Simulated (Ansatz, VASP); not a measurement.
**Na3OF in VASP and in Ansatz**

POSCAR

```
Na3OF
1.0
    4.3029094611      0.0000000000      0.0000000000
    0.0000000000      4.3029094611      0.0000000000
    0.0000000000      0.0000000000      4.3029094611
F O Na
1 1 3
Direct
    0.0000000000      0.0000000000      0.0000000000
    0.5000000000      0.5000000000      0.5000000000
    0.5000000000      0.5000000000      0.0000000000
    0.5000000000      0.0000000000      0.5000000000
    0.0000000000      0.5000000000      0.5000000000
```

The input INCAR.step1:

```
ALGO     = Normal         # electronic algorithm
EDIFF    = 1E-4           # SCF threshold, eV
ENCUT    = 520            # plane-wave cutoff, eV
GGA      = PE             # functional
ISMEAR   = 0              # smearing method
LASPH    = T              # aspherical terms in the spheres
LCHARG   = F              # write CHGCAR
LREAL    = F              # projectors in reciprocal space
LWAVE    = T              # write WAVECAR
NBANDS   = 25             # bands
NELM     = 60             # most SCF steps
PREC     = Accurate       # precision mode
SIGMA    = 0.01           # smearing width, eV
```

INCAR.step2

```
ALGO     = Normal         # electronic algorithm
EDIFF    = 1E-7           # SCF threshold, eV
ENCUT    = 520            # plane-wave cutoff, eV
ISIF     = 2              # what is computed and relaxed
ISMEAR   = 0              # smearing method
ISTART   = 1            
LASPH    = T              # aspherical terms in the spheres
LCHARG   = F              # write CHGCAR
LMIXTAU  = T            
LREAL    = F              # projectors in reciprocal space
LWAVE    = F              # write WAVECAR
METAGGA  = R2SCAN         # meta-GGA
NBANDS   = 25             # bands
NELM     = 60             # most SCF steps
PREC     = Accurate       # precision mode
SIGMA    = 0.01           # smearing width, eV
```

File KPOINTS:

```
k-points
0
Gamma
  6 6 6
```

Input for Ansatz:

```yaml
crystal:
  lattice:
    - [4.3029094611, 0.0, 0.0]
    - [0.0, 4.3029094611, 0.0]
    - [0.0, 0.0, 4.3029094611]
  atoms:
    - { symbol: F, position: [0.0, 0.0, 0.0] }
    - { symbol: O, position: [0.5, 0.5, 0.5] }
    - { symbol: Na, position: [0.5, 0.5, 0.0] }
    - { symbol: Na, position: [0.5, 0.0, 0.5] }
    - { symbol: Na, position: [0.0, 0.5, 0.5] }
kpoints:
  mp_grid: { grid: [6, 6, 6] }
hamiltonian:
  xc: r2scan
scf:
  occupations: { method: fixed }
  n_extra_bands: 5
output:
  forces: true
  stress: true
  eigenvalues: true
```

Alike in both runs: task single point; functional r2SCAN; k mesh 6 × 6 × 6; no spin polarisation.

|  | VASP | Ansatz |
| --- | --- | --- |
| version | VASP 6.6.1 | Ansatz 0.2.0 |
| potentials or method | VASP PAW PBE potentials, release 64 (F, O, Na_pv) | plane waves, PAW |
| plane-wave cutoff (eV) | 520 | 500 |
| occupations | gaussian, width 0.01 eV | fixed |
| valence electrons in the cell | 34 | 40 |

|  | VASP | Ansatz | Ansatz less VASP |
| --- | --- | --- | --- |
| gap on the k mesh at the Fermi level (eV) | 2.47 | 2.53 | +0.057 |
| pressure (GPa) | 1.3 | 1.3 | -0.05 |

VASP's potentials were made for PBE, not for r2SCAN. VASP's potentials hold 34 valence electrons a cell and Ansatz's 40, so a difference there can come from the potentials and not from the codes.
